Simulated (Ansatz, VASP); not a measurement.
# SnSe2: VASP beside Ansatz

```xyz
3
Lattice="3.7920 0.0000 0.0000 -1.8960 3.2840 0.0000 0.0000 0.0000 5.0363" Properties=species:S:1:pos:R:3 pbc="T T T"
Sn    0.0000    0.0000    0.0000
Se    0.0000    2.1893    1.3353
Se    1.8960    1.0947    3.7010
```

Alike in both runs: task single point; functional PBE; dispersion D3(BJ); k mesh 12 × 12 × 6; occupations gaussian, width 0.03 eV; no spin polarisation.

|  | VASP | Ansatz |
| --- | --- | --- |
| version | VASP 6.6.1 | Ansatz 0.2.0 |
| potentials or method | VASP PAW PBE potentials, release 64 (Sn_d, Se), cutoff 500 eV | scalar-relativistic, plane waves, PAW |
| valence electrons in the cell | 26 | 46 |

Ansatz gave:

* gap on the k mesh at the Fermi level (eV): none
* pressure (GPa): 21.1
* traceless stress, the component that is largest in VASP (GPa): 3.32
* rms of the force components (eV/Å): 1.216

Task: Which values does VASP return?

Result: gap on the k mesh at the Fermi level (eV): none; pressure (GPa): 21.3; traceless stress, the component that is largest in VASP (GPa): 3.27; rms of the force components (eV/Å): 1.227.

Atom by atom the forces differ by 0.011 eV/Å (rms over components). A gap of «none» marks a metal or a gap that the smearing closes. VASP's potentials hold 26 valence electrons a cell and Ansatz's 46, so a difference there can come from the potentials and not from the codes.
